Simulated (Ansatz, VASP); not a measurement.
# One calculation of MnO, two programs

INCAR

```
PREC = Accurate ; ENCUT = 520
EDIFF = 1E-6 ; ISMEAR = -1
SIGMA = 0.05 ; LREAL = False
LASPH = True ; NELM = 150
ALGO = Normal ; ISIF = 2
LWAVE = False ; LCHARG = False
ISPIN = 2 ; MAGMOM = 4 0
LORBIT = 11 ; LMAXMIX = 4
GGA = PS ; IVDW = 13
NBANDS = 20
```

KPOINTS

```
Automatic mesh
0
Gamma
  10 10 10
```

File POSCAR:

```
MnO
1.0
    0.0000000000      2.2386359976      2.2386359976
    2.2386359976      0.0000000000      2.2386359976
    2.2386359976      2.2386359976      0.0000000000
Mn O
1 1
Direct
    0.0000000000      0.0000000000      0.0000000000
    0.5000000000      0.5000000000      0.5000000000
```

Contents of input.yaml:

```yaml
crystal:
  lattice:
    - [0.0, 2.2386359976, 2.2386359976]
    - [2.2386359976, 0.0, 2.2386359976]
    - [2.2386359976, 2.2386359976, 0.0]
  atoms:
    - { symbol: Mn, position: [0.0, 0.0, 0.0], spin: 4.0 }
    - { symbol: O, position: [0.5, 0.5, 0.5] }
hamiltonian:
  xc: pbesol
  pseudopotentials: { kind: paw }
  dispersion: d4
magnetization:
  spin_polarized: true
kpoints:
  mp_grid: { grid: [10, 10, 10] }
scf:
  occupations: { method: fermi_dirac, width: 0.05 }
output:
  forces: true
  stress: true
  eigenvalues: true
```

Alike in both runs: task single point; functional PBEsol; dispersion D4; k mesh 10 × 10 × 10; occupations fermi-dirac, width 0.05 eV; collinear spin.

|  | VASP | Ansatz |
| --- | --- | --- |
| version | VASP 6.6.1 | Ansatz 0.2.0 |
| potentials or method | VASP PAW PBE potentials, release 64 (Mn_pv, O) | Ansatz PAW |
| plane-wave cutoff (eV) | 520 | 420 |
| valence electrons in the cell | 19 | 21 |

|  | VASP | Ansatz | Ansatz less VASP |
| --- | --- | --- | --- |
| gap on the k mesh at the Fermi level (eV) | none | none | - |
| pressure (GPa) | -11.0 | -11.2 | -0.19 |
| net moment per atom (μB) | 2.40 | 2.40 | 0.000 |
| size of the moment on the site where the two differ most (μB) | 4.35 | 4.07 | -0.277 |

VASP's potentials were made for PBE, not for PBEsol. Site moments also hang on the region over which each program counts them. A gap of «none» marks a metal or a gap that the smearing closes. VASP's potentials hold 19 valence electrons a cell and Ansatz's 21, so a difference there can come from the potentials and not from the codes.
